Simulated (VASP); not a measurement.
The system is Ta.

```
Ta
1.0
    -1.65500    1.65500    1.65500
     1.65500   -1.65500    1.65500
     1.65500    1.65500   -1.65500
Ta
1
Direct
  0.00000 0.00000 0.00000
```

- Program: VASP 6.6.1
- Task: relaxation of cell and atoms
- Functional: PBEsol
- Potentials or basis: VASP PAW PBE potentials, release 64 (Ta_pv)
- Cutoff: 600 eV
- k mesh: 23 × 23 × 23
- Occupations: methfessel-paxton, width 0.1 eV
- Spin: no spin polarisation

At the start: pressure -5.0 GPa; volume 18.13 Å³/atom.

Q: Where does the relaxation end?

A: Over 4 steps the energy falls by 6.9 meV/atom and the volume is 17.70 Å³/atom (-2.4 %); space group Im-3m (No. 229, to 0.1 Å) before and after.

Step by step:
| step | energy change (eV) | largest force (eV/Å) | pressure (GPa) | volume (Å³) |
| --- | --- | --- | --- | --- |
| 1 | 0.0000 | 0.0000 | -4.98 | 18.13 |
| 2 | 0.0342 | 0.0000 | 13.67 | 16.69 |
| 3 | -0.0069 | 0.0000 | -0.13 | 17.71 |
| 4 | -0.0069 | 0.0000 | 0.00 | 17.70 |

Final structure:
```cif
data_structure
_symmetry_space_group_name_H-M 'P 1'
_symmetry_Int_Tables_number 1
_cell_length_a 2.8434
_cell_length_b 2.8434
_cell_length_c 2.8434
_cell_angle_alpha 109.471
_cell_angle_beta 109.471
_cell_angle_gamma 109.471
_cell_volume 17.70
loop_
_atom_site_label
_atom_site_type_symbol
_atom_site_fract_x
_atom_site_fract_y
_atom_site_fract_z
_atom_site_occupancy
Ta1 Ta 0.00000 0.00000 0.00000 1
```

Caveat: the PAW data sets were made with another functional, which shifts forces and pressure a little.
